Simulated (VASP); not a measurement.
Runs of VASP 6.6.1 on InO. The structure is that of space group P-6m2 (No. 187), or close to it. The cells are those of the table. 

| cell | gap on the mesh (eV) | largest force (eV/Å) |
| --- | --- | --- |
| a = 3.626, b = 3.626, c = 15.083 Å, angles 90.0, 90.0, 120.0°, 4 atoms | 0.30 | 1.22 |
| a = 3.281, b = 3.281, c = 15.480 Å, angles 90.0, 90.0, 120.0°, 4 atoms | 0.42 | 1.36 |
| a = 3.540, b = 3.540, c = 15.480 Å, angles 90.0, 90.0, 120.0°, 4 atoms | (c) | 0.61 |
| a = 3.367, b = 3.367, c = 15.083 Å, angles 90.0, 90.0, 120.0°, 4 atoms | (a) | 0.88 |
| a = 3.540, b = 3.540, c = 15.877 Å, angles 90.0, 90.0, 120.0°, 4 atoms | (b) | 0.40 |
| a = 3.454, b = 3.454, c = 16.671 Å, angles 90.0, 90.0, 120.0°, 4 atoms | 0.18 | 0.33 |
| a = 3.281, b = 3.281, c = 16.274 Å, angles 90.0, 90.0, 120.0°, 4 atoms | 0.16 | 1.27 |
| a = 3.281, b = 3.281, c = 16.671 Å, angles 90.0, 90.0, 120.0°, 4 atoms | 0.03 | 1.29 |

Alike in all rows: task single point; level PBE; potentials or basis VASP PAW PBE potentials, release 64 (In_d, O); no spin polarisation; k mesh 12 × 12 × 2; cutoff (eV) 520; smearing gaussian 0.03 eV.

Fill in the values left out.

(a) 0.54; (b) 0.36; (c) 0.43.

Caveats: spin-orbit coupling is left out, which moves the levels of the heavy elements.

A k mesh can miss the band edges, and the runs leave out spin-orbit coupling on In.
